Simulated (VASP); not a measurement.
# SiC (P6_3mc) in VASP: notebook

Runs on SiC. Level: HSE06. Tasks: single point, relaxation of cell and atoms.

Program: VASP 6.6.1. These are calculated values, not measurements. Logs are shortened: lines on timing, memory, paths and dates and some standing lists are left out, and cuts for length are marked.

### Step 1. The cell of the first run

It takes space group P6_3mc (No. 186, hexagonal). The conventional cell has a = 3.075 Å, b = 3.075 Å, c = 5.048 Å, α = 90.00°, β = 90.00°, γ = 120.00°. Si (site symmetry 3m) has 4 C at 1.88 to 1.90 Å within 2.5 Å. Within 2.5 Å of C (site symmetry 3m) lie 4 Si at 1.88 to 1.90 Å.

### Step 2. Single point, HSE06

Contents of POSCAR:

```
SiC
1.0
    3.0753564098      0.0000000000      0.0000000000
   -1.5376782049      2.6633367766      0.0000000000
    0.0000000000      0.0000000000      5.0481087265
Si C
2 2
Direct
    0.3333333333      0.6666666667      0.4995917736
    0.6666666667      0.3333333333      0.9995917736
    0.3333333333      0.6666666667      0.8754082264
    0.6666666667      0.3333333333      0.3754082264
```

Contents of INCAR.step1:

```
SYSTEM = SiC
PREC = Accurate ; ENCUT = 520
EDIFF = 1E-5 ; ISMEAR = 0
SIGMA = 0.01 ; LREAL = .FALSE.
LASPH = .TRUE. ; NELM = 100
ALGO = Normal ; ISIF = 2
LWAVE = .TRUE. ; LCHARG = .FALSE.
NBANDS = 16 ; GGA = PE
```

Contents of INCAR.step2:

```
SYSTEM = SiC
PREC = Accurate ; ENCUT = 520
EDIFF = 1E-6 ; ISMEAR = 0
SIGMA = 0.01 ; LREAL = .FALSE.
LASPH = .TRUE. ; NELM = 100
ALGO = Normal ; ISIF = 2
LWAVE = .FALSE. ; LCHARG = .FALSE.
GGA = PE ; LHFCALC = .TRUE.
HFSCREEN = 0.2079 ; PRECFOCK = Normal
NBANDS = 16 ; ISTART = 1
```

Contents of KPOINTS:

```
regular mesh
0
G
  6 6 4
  0 0 0
```

Potentials or basis: VASP PAW PBE potentials, release 64 (Si, C).

The run is started by

```console
> cat potpaw_PBE.64/Si/POTCAR potpaw_PBE.64/C/POTCAR > POTCAR
> cp INCAR.step1 INCAR
> mpirun -np 1 vasp_std > vasp.out
> cp INCAR.step2 INCAR
> mpirun -np 1 vasp_std > vasp.out
```

OUTCAR:

```text
SYSTEM = SiC
   PREC = Accurate
   ENCUT = 520
   EDIFF = 1E-6
   ISMEAR = 0
   LREAL = .FALSE.
   LASPH = .TRUE.
   NELM = 100
   ISIF = 2
   GGA = PE
   LHFCALC = .TRUE.
   HFSCREEN = 0.2079
   PRECFOCK = Normal
   ISTART = 1

 ion  position               nearest neighbor table
   1  0.333  0.667  0.500-   4 1.88   4 1.88   4 1.88   3 1.90   2 3.09   2 3.09   2 3.09   2 3.09
                             2 3.09   2 3.09
   2  0.667  0.333  1.000-   3 1.88   3 1.88   3 1.88   4 1.90   1 3.09   1 3.09   1 3.09   1 3.09
                             1 3.09   1 3.09
   3  0.333  0.667  0.875-   2 1.88   2 1.88   2 1.88   1 1.90
   4  0.667  0.333  0.375-   1 1.88   1 1.88   1 1.88   2 1.90

  LATTYP: Found a hexagonal cell.
 ALAT       =     3.0753564098
 C/A-ratio  =     1.6414711187

  Lattice vectors:

 A1 = (   3.0753564098,   0.0000000000,   0.0000000000)
 A2 = (  -1.5376782049,   2.6633367766,   0.0000000000)
 A3 = (   0.0000000000,   0.0000000000,   5.0481087265)

Analysis of symmetry for initial positions (statically):
=====================================================================
 Subroutine PRICEL returns:
 Original cell was already a primitive cell.

 Routine SETGRP: Setting up the symmetry group for a
 hexagonal supercell.

 Subroutine GETGRP returns: Found 12 space group operations
 (whereof  6 operations were pure point group operations)
 out of a pool of 24 trial point group operations.

The static configuration has the point symmetry C_3v.
 The point group associated with its full space group is C_6v.

Analysis of symmetry for dynamics (positions and initial velocities):
=====================================================================
 Subroutine PRICEL returns:
 Original cell was already a primitive cell.

 Routine SETGRP: Setting up the symmetry group for a
 hexagonal supercell.

 Subroutine GETGRP returns: Found 12 space group operations
 (whereof  6 operations were pure point group operations)
 out of a pool of 24 trial point group operations.

The dynamic configuration has the point symmetry C_3v.
 The point group associated with its full space group is C_6v.

 Subroutine INISYM returns: Found 12 space group operations
 (whereof  6 operations are pure point group operations),
 and found     1 'primitive' translations

----------------------------------------------------------------------------------------

                                     Primitive cell

  volume of cell :      41.3476

  direct lattice vectors                    reciprocal lattice vectors
     3.075356410  0.000000000  0.000000000     0.325165564  0.187734426  0.000000000
    -1.537678205  2.663336777  0.000000000     0.000000000  0.375468851  0.000000000
     0.000000000  0.000000000  5.048108726     0.000000000  0.000000000  0.198093990

  length of vectors
     3.075356410  3.075356410  5.048108726     0.375468851  0.375468851  0.198093990

  position of ions in fractional coordinates (direct lattice)
     0.333333333  0.666666667  0.499591774
     0.666666667  0.333333333  0.999591774
     0.333333333  0.666666667  0.875408226
     0.666666667  0.333333333  0.375408226

  ion indices of the primitive-cell ions
   primitive index   ion index
                 1           1
                 2           2
                 3           3
                 4           4

----------------------------------------------------------------------------------------

 KPOINTS: regular mesh

Automatic generation of k-mesh.
 Grid dimensions read from file:
 generate k-points for:    6    6    4

 Generating k-lattice:

  Cartesian coordinates                     Fractional coordinates (reciprocal lattice)
     0.054194261  0.031289071  0.000000000     0.166666667 -0.000000000  0.000000000
     0.000000000  0.062578142  0.000000000     0.000000000  0.166666667  0.000000000
     0.000000000  0.000000000  0.049523498     0.000000000  0.000000000  0.250000000

  Length of vectors
     0.062578142  0.062578142  0.049523498

  Shift w.r.t. Gamma in fractional coordinates (k-lattice)
     0.000000000  0.000000000  0.000000000

 Subroutine IBZKPT returns following result:
 ===========================================

 Found     21 irreducible k-points:

 Following reciprocal coordinates:
            Coordinates               Weight
  0.000000  0.000000  0.000000      1.000000
  0.166667  0.000000  0.000000      6.000000
  0.333333  0.000000  0.000000      6.000000
  0.500000  0.000000  0.000000      3.000000
  0.166667  0.166667  0.000000      6.000000
  0.333333  0.166667  0.000000     12.000000
[... 13 lines left out ...]
  0.333333  0.166667  0.500000     12.000000
  0.333333  0.333333  0.500000      2.000000
   k-points           NKPTS =     21   k-points in BZ     NKDIM =    144   number of bands    NBANDS=     16
   number of dos      NEDOS =    301   number of ions     NIONS =      4
   total plane-waves  NPLWV =  23040
   dimension x,y,z NGX =    24 NGY =   24 NGZ =   40
   dimension x,y,z NGXF=    48 NGYF=   48 NGZF=   80
   ions per type =               2   2
   NGX,Y,Z   is equivalent  to a cutoff of  12.97, 12.97, 13.17 a.u.
   NGXF,Y,Z  is equivalent  to a cutoff of  25.95, 25.95, 26.35 a.u.
 SYSTEM =  SiC
   PREC   = accura    normal or accurate (medium, high low for compatibility)
   ISTART =      1    job   : 0-new  1-cont  2-samecut
   ICHARG =      0    charge: 1-file 2-atom 10-const
   ISPIN  =      1    spin polarized calculation?
   LNONCOLLINEAR =      F non collinear calculations
   LSORBIT =      F    spin-orbit coupling
   LASPH  =      T    aspherical Exc in radial PAW
   ENCUT  =  520.0 eV  38.22 Ry    6.18 a.u.   5.72  5.72  9.39*2*pi/ulx,y,z
   NELM   =    100;   NELMIN=  2; NELMDL=  0     # of ELM steps
   EDIFF  = 0.1E-05   stopping-criterion for ELM
   LREAL  =      F    real-space projection
   EDIFFG = 0.1E-04   stopping-criterion for IOM
   NSW    =      0    number of steps for IOM
   IBRION =     -1    ionic relax: 0-MD 1-quasi-New 2-CG
   NFREE  =      0    steps in history (QN), initial steepest desc. (CG)
   ISIF   =      2    stress and relaxation
   ISYM   =      3    0-nonsym 1-usesym 2-fastsym
   POTIM  = 0.5000    time-step for ionic-motion
   TEBEG  =    0.0;   TEEND  =   0.0 temperature during run
   PSTRESS=    0.0 pullay stress
   NELECT =      16.0000    total number of electrons
   NUPDOWN=      -1.0000    fix difference up-down
   EMIN   =  10.00;   EMAX   =-10.00  energy-range for DOS
   EFERMI =   0.00;   METHOD = LEGACY
   ISMEAR =     0;   SIGMA  =   0.01  broadening in eV -4-tet -1-fermi 0-gaus
   EFERMI_NEDOS =   21; number of points for ismear=-14 and -15
   IALGO  =     38    algorithm
   IMIX   =      1    mixing-type and parameters
     AMIX     =   0.40;   BMIX     =  1.00
     AMIX_MAG =   1.60;   BMIX_MAG =  1.00
  volume/ion in A,a.u.               =      10.34        69.76
  Fermi-wavevector in a.u.,A,eV,Ry     =   1.192975  2.254396 19.363673  1.423190
  Thomas-Fermi vector in A             =   2.329001
   LORBIT       =      0    0 simple, 1 ext, 2 COOP (PROOUT), +10 PAW based schemes
   GGA     = PE    functional components
   LHFCALC =     T    Hartree Fock is set to
   PRECFOCK=normal    Normal, Fast or Accurate (Low or Medium for compatibility)
   ENCUT4O =  -1.0   cutoff for four orbital integrals eV
   NKREDX  =     1    reduce k-point grid by
   NKREDY  =     1    reduce k-point grid by
   NKREDZ  =     1    reduce k-point grid by
   AEXX    =    0.2500 exact exchange contribution
   HFSCREEN=    0.2079 screening length (either q_TF or 0.3 A-1)
   HFSCREENC=   0.2079 screening length for correlation (either q_TF or 0.3 A-1)
   ENCUTFOCK=  -1.0 apply spherical cutoff to Coloumb kernel
   IVDW    =     0    specifies the selected vdW correction
   LEPSILON=     F    determine dielectric tensor
   LRPA    =     F    only Hartree local field effects (RPA)
 non-spin polarized calculation
 Gauss-broadening in eV      SIGMA  =   0.01
  energy-cutoff  :      520.00
  volume of cell :       41.35
 maximum number of plane-waves:      1124
 NGX is ok and might be reduce to    24
  NGX = 18; NGY = 18; NGZ = 30

 number of electron      16.0000000 magnetization

 Free energy of the ion-electron system (eV)
  ---------------------------------------------------
  ext. energy  EPLUGINS =         0.00000000
  ---------------------------------------------------
  free energy    TOTEN  =       -34.83016337 eV

  energy without entropy =      -34.83016337  energy(sigma->0) =      -34.83016337

 E-fermi :   7.7955     XC(G=0):  -9.3520

 val. band max:        7.6703227134   @ k =   0.0000   0.0000   0.0000
 cond. band min:      10.8329612167   @ k =   0.3333   0.3333   0.0000
 fundamental gap:      3.1626385034
 Fermi energy:         7.7955486028

 k-point     1 :       0.0000    0.0000    0.0000
  band No.  band energies     occupation
      1      -9.5067      2.00000
      2      -5.6589      2.00000
      3      -1.8679      2.00000
      4       6.2092      2.00000
      5       6.2092      2.00000
      6       7.5529      2.00000
[... 8 lines left out ...]
     15      18.0298      0.00000
     16      20.6741      0.00000

 k-point     2 :       0.1667    0.0000    0.0000
  band No.  band energies     occupation
      1      -8.9860      2.00000
      2      -5.2223      2.00000
      3      -1.3854      2.00000
      4       3.8635      2.00000
      5       5.4625      2.00000
      6       5.9456      2.00000
[... 8 lines left out ...]
     15      18.5731      0.00000
     16      19.0187      0.00000

 k-point     3 :       0.3333    0.0000    0.0000
  band No.  band energies     occupation
      1      -7.4987      2.00000
      2      -4.1959      2.00000
      3      -0.4774      2.00000
      4       0.8765      2.00000
      5       2.8540      2.00000
      6       4.4220      2.00000
[... 8 lines left out ...]
     15      20.1193      0.00000
     16      21.4826      0.00000
[... 305 lines left out ...]
 k-point    20 :       0.3333    0.1667    0.5000
  band No.  band energies     occupation
      1      -5.1498      2.00000
      2      -5.1498      2.00000
      3      -0.5620      2.00000
      4      -0.5620      2.00000
      5       3.2095      2.00000
      6       3.2095      2.00000
[... 8 lines left out ...]
     15      21.0124      0.00000
     16      21.0124      0.00000

 k-point    21 :       0.3333    0.3333    0.5000
  band No.  band energies     occupation
      1      -4.3389      2.00000
      2      -4.3389      2.00000
      3      -0.8190      2.00000
      4      -0.8190      2.00000
      5       1.5280      2.00000
      6       1.5280      2.00000
[... 8 lines left out ...]
     15      20.7026      0.00000
     16      20.7026      0.00000

------------------------ aborting loop because EDIFF is reached ----------------------------------------

  FORCE on cell =-STRESS in cart. coord.  units (eV):
  Direction    XX          YY          ZZ          XY          YZ          ZX
  --------------------------------------------------------------------------------------
  -------------------------------------------------------------------------------------
  Total       -0.3627839     -0.3627839     -0.4792694      0.0000000      0.0000000      0.0000000
  in kB      -14.0575064    -14.0575064    -18.5712034      0.0000000      0.0000000      0.0000000
  external PRESSURE =     -15.5620720 kB  Pullay stress =       0.0000000 kB

 VOLUME and BASIS-vectors are now :
 -----------------------------------------------------------------------------
  energy-cutoff  :      520.00
  volume of cell :       41.35
      direct lattice vectors                 reciprocal lattice vectors
     3.075356410  0.000000000  0.000000000     0.325165564  0.187734426  0.000000000
    -1.537678205  2.663336777  0.000000000     0.000000000  0.375468851  0.000000000
     0.000000000  0.000000000  5.048108726     0.000000000  0.000000000  0.198093990

 POSITION                                       TOTAL-FORCE (eV/Angst)
 -----------------------------------------------------------------------------------
     -0.00000      1.77556      2.52199         0.000000     -0.000000     -0.017941
      1.53768      0.88778      5.04605         0.000000      0.000000     -0.017941
     -0.00000      1.77556      4.41916         0.000000     -0.000000      0.017941
      1.53768      0.88778      1.89510        -0.000000      0.000000      0.017941
 -----------------------------------------------------------------------------------
    total drift:                               -0.000000     -0.000000     -0.000084

  FREE ENERGIE OF THE ION-ELECTRON SYSTEM (eV)
  ---------------------------------------------------
  free  energy   TOTEN  =       -34.8301633742 eV

  energy  without entropy=      -34.8301633742  energy(sigma->0) =      -34.83016337
```

Wall time 51 min (1 thread of Intel Xeon 8259CL, shared host); peak memory 0.27 GiB.

What came out:

- Free energy: -34.8302 eV
- Pressure: -1.6 GPa
- Largest force: 0.018 eV/Å
- Band gap on the k mesh: 3.16 eV (least direct gap 5.06 eV)

Forces in eV/Å, atoms in the order of the input:
```
Si   0.000  0.000 -0.018
Si   0.000  0.000 -0.018
C    0.000  0.000  0.018
C    0.000  0.000  0.018
```

Levels at points of the mesh, in eV from the valence-band top:
| k point | band 4 | band 5 | band 6 | band 7 | band 8 | band 9 | band 10 | band 11 | band 12 | band 13 |
| --- | --- | --- | --- | --- | --- | --- | --- | --- | --- | --- |
| (0.00, 0.00, 0.00) | -1.46 | -1.46 | -0.12 | 0.00 | 0.00 | 5.97 | 7.48 | 7.89 | 7.89 | 9.07 |
| (0.50, 0.00, 0.00) | -6.92 | -5.94 | -3.66 | -3.52 | -1.33 | 3.74 | 5.26 | 8.12 | 8.36 | 11.54 |
| (0.00, 0.00, 0.50) | -4.87 | -0.79 | -0.79 | -0.79 | -0.79 | 7.12 | 7.12 | 8.62 | 8.62 | 8.62 |
| (0.50, 0.00, 0.50) | -9.06 | -2.69 | -2.69 | -2.55 | -2.55 | 4.28 | 4.28 | 6.37 | 6.37 | 11.88 |

Caveat: the PAW data sets were made with another functional, which shifts forces and pressure a little. A k mesh can miss the band edges.

### Step 3. Relaxation of cell and atoms, HSE06

POSCAR is that of step 2.

Contents of INCAR.step1:

```
SYSTEM = SiC
  PREC = Accurate
  ENCUT = 600
  EDIFF = 1E-5
  ISMEAR = -1
  SIGMA = 0.02
  LREAL = .FALSE.
  LASPH = .TRUE.
  NELM = 60
  ALGO = Normal
  LWAVE = .TRUE.
  LCHARG = .FALSE.
  GGA = PE
  NBANDS = 16
  KPAR = 4
```

Contents of INCAR.step2:

```
SYSTEM = SiC
  PREC = Accurate
  ENCUT = 600
  EDIFF = 1E-6
  ISMEAR = -1
  SIGMA = 0.02
  LREAL = .FALSE.
  LASPH = .TRUE.
  NELM = 60
  ALGO = Normal
  ISIF = 3
  LWAVE = .FALSE.
  LCHARG = .FALSE.
  GGA = PE
  LHFCALC = .TRUE.
  HFSCREEN = 0.2079
  PRECFOCK = Normal
  IBRION = 2
  NSW = 80
  EDIFFG = -0.005
  ISTART = 1
  KPAR = 4
```

KPOINTS is that of step 2.

Potentials or basis: VASP PAW PBE potentials, release 64 (Si, C).

The run is started by

```console
> cat potpaw_PBE.64/Si/POTCAR potpaw_PBE.64/C/POTCAR > POTCAR
> cp INCAR.step1 INCAR
> mpirun -np 4 vasp_std > vasp.out
> cp INCAR.step2 INCAR
> mpirun -np 4 vasp_std > vasp.out
```

It took 26 min on 4 MPI ranks of Intel Xeon Platinum 8259CL at 2.50GHz (Skylake/Cascade Lake), shared host; peak memory 0.28 GiB.

It converged, with:

| Quantity | Value |
| --- | --- |
| Free energy | -34.8353 eV |
| Relaxed volume | 10.26 Å³/atom |
| Relaxed cell | a = 3.069 Å, b = 3.069 Å, c = 5.032 Å, α = 90.00°, β = 90.00°, γ = 120.00° |
| Space group after relaxing (to 0.1 Å) | P6_3mc (No. 186) |
| Energy gained by relaxing | 0.4 meV/atom |
| Ionic steps | 5 |
| Pressure after relaxing | 0.0 GPa |
| Band gap on the k mesh | 3.17 eV (least direct gap 5.07 eV) |

Step by step:
| step | energy change (eV) | largest force (eV/Å) | pressure (GPa) | volume (Å³) |
| --- | --- | --- | --- | --- |
| 1 | 0.0000 | 0.0181 | -1.71 | 41.35 |
| 2 | 0.0005 | 0.0033 | 2.02 | 40.69 |
| 3 | -0.0017 | 0.0081 | 0.03 | 41.04 |
| 4 | -0.0017 | 0.0083 | 0.00 | 41.04 |
| 5 | -0.0017 | 0.0000 | -0.03 | 41.05 |

Final structure:
```
Si C
1.0
     3.06914    0.00000    0.00000
    -1.53457    2.65795    0.00000
     0.00000    0.00000    5.03186
Si C
2 2
Cartesian
  0.0000 1.7720 2.5131
  1.5346 0.8860 5.0291
  0.0000 1.7720 4.4057
  1.5346 0.8860 1.8897
```

Levels at points of the mesh, in eV from the valence-band top:
```tsv
k point	band 4	band 5	band 6	band 7	band 8	band 9	band 10	band 11	band 12
(0.00, 0.00, 0.00)	-1.47	-1.47	-0.10	0.00	0.00	6.02	7.59	7.93	7.93
(0.50, 0.00, 0.00)	-6.93	-5.96	-3.68	-3.53	-1.32	3.75	5.28	8.18	8.40
(0.00, 0.00, 0.50)	-4.87	-0.80	-0.80	-0.80	-0.80	7.18	7.18	8.66	8.66
(0.50, 0.00, 0.50)	-9.09	-2.70	-2.70	-2.54	-2.54	4.31	4.31	6.41	6.41
```

Caveat: the PAW data sets were made with another functional, which shifts forces and pressure a little. A k mesh can miss the band edges.
